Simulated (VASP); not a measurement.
# O (P-1) in VASP: further runs

The runs below take O through electric field gradients, with PBE.

Everything below comes from runs of VASP 6.6.1. Logs are shortened: lines on timing, memory, paths and dates and some standing lists are left out, and cuts for length are marked.

## Step 1: The cell of the first run

The typed cell holds 2 atoms: a = 3.243 Å, b = 3.156 Å, c = 4.232 Å, α = 112.95°, β = 113.22°, γ = 64.79°.

## Step 2: Electric field gradients, PBE (xy shear strain of -3 %)

INCAR reads:

```
  PREC = Accurate
  ENCUT = 520
  EDIFF = 1E-8
  ISMEAR = -1
  SIGMA = 0.01
  LREAL = False
  LASPH = True
  NELM = 80
  ALGO = Normal
  ISIF = 2
  LWAVE = False
  LCHARG = False
  GGA = PE
  LEFG = True
  NBANDS = 13
```

KPOINTS reads:

```
regular mesh
0
Gamma
  11 11 8
```

POSCAR reads:

```
O
1.0
    2.7272175000     -1.7550225000      0.0000000000
    2.6757825000      1.6739775000      0.0000000000
   -1.9649900000      0.0294748500      3.7479900000
O
2
Direct
    0.0640000000      0.0640000000      0.1530000000
    0.9360000000      0.9360000000      0.8470000000
```

Potentials or basis: VASP PAW PBE potentials, release 64 (O).

Started as:

```sh
$ cat potpaw_PBE.64/O/POTCAR > POTCAR
$ mpirun -np 1 vasp_std > vasp.out
```

OUTCAR:

```text
PREC = Accurate
   ENCUT = 520
   EDIFF = 1E-8
   ISMEAR = -1
   LREAL = False
   LASPH = True
   NELM = 80
   ISIF = 2
   GGA = PE

 ion  position               nearest neighbor table
   1  0.064  0.064  0.153-   2 1.15
   2  0.936  0.936  0.847-   1 1.15

  LATTYP: Found a triclinic cell.
 ALAT       =     3.2431187564
 B/A-ratio  =     1.0574345247
 C/A-ratio  =     1.3049043496
 COS(alpha) =     0.0139280788
 COS(beta)  =     0.3942283018
 COS(gamma) =     0.5537042857

  Lattice vectors:

 A1 = (   2.7272175000,  -1.7550225000,   0.0000000000)
 A2 = (   0.0514350000,  -3.4290000000,   0.0000000000)
 A3 = (   1.9649900000,  -0.0294748500,  -3.7479900000)

Analysis of symmetry for initial positions (statically):
=====================================================================
 Subroutine PRICEL returns:
 Original cell was already a primitive cell.

 Routine SETGRP: Setting up the symmetry group for a
 triclinic supercell.

 Subroutine GETGRP returns: Found  2 space group operations
 (whereof  2 operations were pure point group operations)
 out of a pool of  2 trial point group operations.

The static configuration has the point symmetry S_2 .

Analysis of symmetry for dynamics (positions and initial velocities):
=====================================================================
 Subroutine PRICEL returns:
 Original cell was already a primitive cell.

 Routine SETGRP: Setting up the symmetry group for a
 triclinic supercell.

 Subroutine GETGRP returns: Found  2 space group operations
 (whereof  2 operations were pure point group operations)
 out of a pool of  2 trial point group operations.

The dynamic configuration has the point symmetry S_2 .

 Subroutine INISYM returns: Found  2 space group operations
 (whereof  2 operations are pure point group operations),
 and found     1 'primitive' translations

----------------------------------------------------------------------------------------

                                     Primitive cell

  volume of cell :      34.7115

  direct lattice vectors                    reciprocal lattice vectors
     2.727217500 -1.755022500  0.000000000     0.180748577 -0.288918984  0.097034675
     2.675782500  1.673977500  0.000000000     0.189499452  0.294472705  0.097034675
    -1.964990000  0.029474850  3.747990000     0.000000000  0.000000000  0.266809677

  length of vectors
     3.243118756  3.156265619  4.231959771     0.354344402  0.363373010  0.266809677

  position of ions in fractional coordinates (direct lattice)
     0.064000000  0.064000000  0.153000000
     0.936000000  0.936000000  0.847000000

  ion indices of the primitive-cell ions
   primitive index   ion index
                 1           1
                 2           2

----------------------------------------------------------------------------------------

 KPOINTS: regular mesh

Automatic generation of k-mesh.
 Grid dimensions read from file:
 generate k-points for:   11   11    8

 Generating k-lattice:

  Cartesian coordinates                     Fractional coordinates (reciprocal lattice)
     0.016431689 -0.026265362  0.008821334     0.090909091  0.000000000  0.000000000
     0.017227223  0.026770246  0.008821334     0.000000000  0.090909091 -0.000000000
     0.000000000  0.000000000  0.033351210     0.000000000  0.000000000  0.125000000

  Length of vectors
     0.032213127  0.033033910  0.033351210

  Shift w.r.t. Gamma in fractional coordinates (k-lattice)
     0.000000000  0.000000000  0.000000000

 Subroutine IBZKPT returns following result:
 ===========================================

 Found    485 irreducible k-points:

 Following reciprocal coordinates:
            Coordinates               Weight
  0.000000  0.000000  0.000000      1.000000
  0.090909  0.000000  0.000000      2.000000
  0.181818  0.000000  0.000000      2.000000
  0.272727  0.000000  0.000000      2.000000
  0.363636  0.000000 -0.000000      2.000000
  0.454545  0.000000  0.000000      2.000000
[... 16 lines left out ...]
  0.454545  0.181818  0.000000      2.000000
 -0.454545  0.181818 -0.000000      2.000000
 [... further k-points ...]
   k-points           NKPTS =    485   k-points in BZ     NKDIM =    485   number of bands    NBANDS=     13
   number of dos      NEDOS =    301   number of ions     NIONS =      2
   total plane-waves  NPLWV =  18432
   dimension x,y,z NGX =    24 NGY =   24 NGZ =   32
   dimension x,y,z NGXF=    48 NGYF=   48 NGZF=   64
   ions per type =               2
   NGX,Y,Z   is equivalent  to a cutoff of  12.30, 12.64, 12.57 a.u.
   NGXF,Y,Z  is equivalent  to a cutoff of  24.61, 25.28, 25.14 a.u.
 SYSTEM =  unknown system
   PREC   = accura    normal or accurate (medium, high low for compatibility)
   ISTART =      0    job   : 0-new  1-cont  2-samecut
   ICHARG =      2    charge: 1-file 2-atom 10-const
   ISPIN  =      1    spin polarized calculation?
   LNONCOLLINEAR =      F non collinear calculations
   LSORBIT =      F    spin-orbit coupling
   LASPH  =      T    aspherical Exc in radial PAW
   ENCUT  =  520.0 eV  38.22 Ry    6.18 a.u.   6.03  5.87  7.87*2*pi/ulx,y,z
   NELM   =     80;   NELMIN=  2; NELMDL= -5     # of ELM steps
   EDIFF  = 0.1E-07   stopping-criterion for ELM
   LREAL  =      F    real-space projection
   EDIFFG = 0.1E-06   stopping-criterion for IOM
   NSW    =      0    number of steps for IOM
   IBRION =     -1    ionic relax: 0-MD 1-quasi-New 2-CG
   NFREE  =      0    steps in history (QN), initial steepest desc. (CG)
   ISIF   =      2    stress and relaxation
   ISYM   =      2    0-nonsym 1-usesym 2-fastsym
   POTIM  = 0.5000    time-step for ionic-motion
   TEBEG  =    0.0;   TEEND  =   0.0 temperature during run
   PSTRESS=    0.0 pullay stress
   NELECT =      12.0000    total number of electrons
   NUPDOWN=      -1.0000    fix difference up-down
   EMIN   =  10.00;   EMAX   =-10.00  energy-range for DOS
   EFERMI =   0.00;   METHOD = LEGACY
   ISMEAR =    -1;   SIGMA  =   0.01  broadening in eV -4-tet -1-fermi 0-gaus
   EFERMI_NEDOS =   21; number of points for ismear=-14 and -15
   IALGO  =     38    algorithm
   IMIX   =      4    mixing-type and parameters
     AMIX     =   0.40;   BMIX     =  1.00
     AMIX_MAG =   1.60;   BMIX_MAG =  1.00
  volume/ion in A,a.u.               =      17.36       117.12
  Fermi-wavevector in a.u.,A,eV,Ry     =   1.148976  2.171249 17.961667  1.320145
  Thomas-Fermi vector in A             =   2.285648
   LORBIT       =      0    0 simple, 1 ext, 2 COOP (PROOUT), +10 PAW based schemes
   GGA     = PE    functional components
   LHFCALC =     F    Hartree Fock is set to
   AEXX    =    0.0000 exact exchange contribution
   IVDW    =     0    specifies the selected vdW correction
   LEPSILON=     F    determine dielectric tensor
   LRPA    =     F    only Hartree local field effects (RPA)
 non-spin polarized calculation
  energy-cutoff  :      520.00
  volume of cell :       34.71
 maximum number of plane-waves:       957
   NGX = 13   NGY = 11   NGZ = 15

 number of electron      12.0000003 magnetization

 Free energy of the ion-electron system (eV)
  ---------------------------------------------------
  ext. energy  EPLUGINS =         0.00000000
  ---------------------------------------------------
  free energy    TOTEN  =        -8.88343669 eV

  energy without entropy =       -8.88205478  energy(sigma->0) =       -8.88274573

 E-fermi :  -1.3323     XC(G=0):  -7.3815

 val. band max:       -1.3328295128   @ k =   0.1818  -0.0909   0.2500
 cond. band min:      -1.3304725651   @ k =   0.1818  -0.2727   0.1250
 fundamental gap:      0.0023569477
 Fermi energy:        -1.3323069860

 k-point     1 :       0.0000    0.0000    0.0000
  band No.  band energies     occupation
      1     -30.1677      2.00000
      2     -15.2143      2.00000
      3      -9.9264      2.00000
      4      -9.0302      2.00000
      5      -8.9347      2.00000
      6      -1.1382      0.00000
      7      -0.9967      0.00000
      8       4.7286      0.00000
      9      11.0500      0.00000
     10      11.0589      0.00000
     11      14.0664      0.00000
     12      15.7495      0.00000
     13      17.3061      0.00000
[... 353 lines left out ...]
 k-point    24 :      -0.4545    0.1818   -0.0000
  band No.  band energies     occupation
      1     -30.0791      2.00000
      2     -15.2240      2.00000
      3      -9.8281      2.00000
      4      -9.4046      2.00000
      5      -9.0939      2.00000
      6      -1.7238      2.00000
      7      -1.3273      0.75294
      8       7.6692      0.00000
      9       9.5826      0.00000
     10      10.8908      0.00000
     11      12.4481      0.00000
     12      14.3906      0.00000
     13      16.3797      0.00000

 [... further k-points ...]

------------------------ aborting loop because EDIFF is reached ----------------------------------------

  FORCE on cell =-STRESS in cart. coord.  units (eV):
  Direction    XX          YY          ZZ          XY          YZ          ZX
  --------------------------------------------------------------------------------------
  -------------------------------------------------------------------------------------
  Total       -1.1110993     -0.8150495      9.0954927     -0.0492525     -0.0212909      0.4737826
  in kB      -51.2849928    -37.6202289    419.8205153     -2.2733473     -0.9827238     21.8683769
  external PRESSURE =     110.3050979 kB  Pullay stress =       0.0000000 kB

 VOLUME and BASIS-vectors are now :
 -----------------------------------------------------------------------------
  energy-cutoff  :      520.00
  volume of cell :       34.71
      direct lattice vectors                 reciprocal lattice vectors
     2.727217500 -1.755022500  0.000000000     0.180748577 -0.288918984  0.097034675
     2.675782500  1.673977500  0.000000000     0.189499452  0.294472705  0.097034675
    -1.964990000  0.029474850  3.747990000     0.000000000  0.000000000  0.266809677

 POSITION                                       TOTAL-FORCE (eV/Angst)
 -----------------------------------------------------------------------------------
      0.04515     -0.00068      0.57344         0.406403     -0.021888      7.988597
      3.39286     -0.05089      3.17455        -0.406403      0.021888     -7.988597
 -----------------------------------------------------------------------------------
    total drift:                               -0.000000     -0.000000      0.000000

  FREE ENERGIE OF THE ION-ELECTRON SYSTEM (eV)
  ---------------------------------------------------
  free  energy   TOTEN  =        -8.8834366880 eV

  energy  without entropy=       -8.8820547796  energy(sigma->0) =       -8.88274573

 Electric field gradients (V/A^2)
---------------------------------------------------------------------
 ion       V_xx      V_yy      V_zz      V_xy      V_xz      V_yz
---------------------------------------------------------------------
   1     -52.431   -60.782   113.213    -0.168    13.162    -0.105
   2     -52.431   -60.782   113.213    -0.168    13.162    -0.105
---------------------------------------------------------------------

 Electric field gradients after diagonalization (V/A^2)
 (convention: |V_zz| > |V_xx| > |V_yy|)
----------------------------------------------------------------------
 ion       V_xx      V_yy      V_zz     asymmetry (V_yy - V_xx)/ V_zz
----------------------------------------------------------------------
   1     -60.785   -53.467   114.252       0.064
   2     -60.785   -53.467   114.252       0.064
----------------------------------------------------------------------

           NMR quadrupolar parameters

 Cq : quadrupolar parameter    Cq=e*Q*V_zz/h
 eta: asymmetry parameters     (V_yy - V_xx)/ V_zz
 Q  : nuclear electric quadrupole moment in mb (millibarn)
----------------------------------------------------------------------
 ion       Cq(MHz)       eta       Q (mb)
----------------------------------------------------------------------
   1       0.276       0.064       1.000
   2       0.276       0.064       1.000
----------------------------------------------------------------------
```

Run time: 1.8 min. Hardware: 1 thread of Oxide Virtual Turin-like, shared host; peak memory 0.24 GiB.

What came out:

```
Free energy                             : -8.8834 eV
Pressure                                : 11.0 GPa
Largest force                           : 7.999 eV/Å
Band gap on the k mesh                  : zero (bands 6 and 7 overlap by 0.58 eV)
Largest electric field gradient by atom : O +114.3 V/Å²
```

Forces in eV/Å, atoms in the order of the input:
```
O    0.406 -0.022  7.989
O   -0.406  0.022 -7.989
```

Levels at points of the mesh, in eV from the Fermi level:
```
           k point  band 3  band 4  band 5  band 6  band 7  band 8  band 9  band 10
(0.00, 0.00, 0.00)   -8.59   -7.70   -7.60    0.19    0.34    6.06   12.38    12.39
(0.00, 0.00, 0.50)   -7.75   -7.74   -7.63    0.38    0.42    6.84    7.04    13.27
```

Electric field gradients, principal values (V/Å²):
```tsv
atom	least	middle	greatest (by size)
1 O	-53.467	-60.785	114.252
2 O	-53.467	-60.785	114.252
```

Caveat: the cell differs from its parent crystal (xy shear strain of -3 %); the standard files for N, O and F lose accuracy on very short bonds; spin is off for a triplet molecule; the stress differs along the axes, from -5 to 42 GPa; this functional lacks dispersion, which holds the molecules together, so the pressure and a relaxed volume are unreliable; without QUAD_EFG the Cq values of the log hold for a quadrupole moment of 1 mb, not for the nuclei; forces of over 1 eV/Å act on the atoms, so gaps and moduli don't describe the material at rest.

[end of part 1 of 2]
